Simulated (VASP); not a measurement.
## NaTa2: single point with PBE

The system is NaTa2.

```
CELL_PARAMETERS angstrom
3.11265 0.00000 0.00000
-1.55633 2.69564 0.00000
0.00000 0.00000 12.10695
ATOMIC_POSITIONS crystal
Na 0.33333 0.66667 0.25000
Na 0.66667 0.33333 0.75000
Ta 0.33333 0.66667 0.62750
Ta 0.66667 0.33333 0.12750
Ta 0.33333 0.66667 0.87250
Ta 0.66667 0.33333 0.37250
```

```yaml
Program: VASP 6.6.1
Task: single point
Functional: PBE
Potentials_or_basis: VASP PAW PBE potentials, release 64 (Na_pv, Ta_pv)
Cutoff: 520 eV
k_mesh: 6 × 6 × 2
Occupations: gaussian, width 0.1 eV
Spin: no spin polarisation
Dipole_correction: no
Further_INCAR_settings: ALGO = Normal; EDIFF = 1e-07; NBANDS = 38
```

```yaml
Pressure: 35.0 GPa
Largest_force: 7.906 eV/Å
Band_gap_on_the_k_mesh: zero (bands 29 and 30 overlap by 1.40 eV)
```

Forces in eV/Å, atoms in the order of the input:
```
Na   0.000  0.000  0.000
Na   0.000  0.000  0.000
Ta   0.000  0.000 -7.906
Ta   0.000  0.000 -7.906
Ta   0.000  0.000  7.906
Ta   0.000  0.000  7.906
```

Stress tensor (GPa, compression positive):
```
28.30  0.00  0.00
 0.00 28.30  0.00
 0.00  0.00 48.41
```

Levels at points of the mesh, in eV from the Fermi level:
```csv
k point,band 27,band 28,band 29,band 30,band 31,band 32
"(0.00, 0.00, 0.00)",0.29,0.29,0.30,0.30,0.30,0.30
"(0.50, 0.00, 0.00)",-1.31,-0.10,0.73,0.89,1.43,1.59
"(0.00, 0.00, 0.50)",0.29,0.29,0.29,0.29,0.37,0.37
"(0.50, 0.00, 0.50)",-0.23,-0.23,0.60,0.60,1.11,1.11
```

It took 110 s on 1 thread of Intel Xeon 8259CL, on a shared host, peak memory 0.23 GiB.

Caveat: the k points lie up to 0.39 Å⁻¹ apart, too coarse for converged energies and pressures of a metal; spin-orbit coupling is left out, which moves the levels of the heavy elements; forces of over 1 eV/Å act on the atoms, so gaps and moduli don't describe the material at rest.
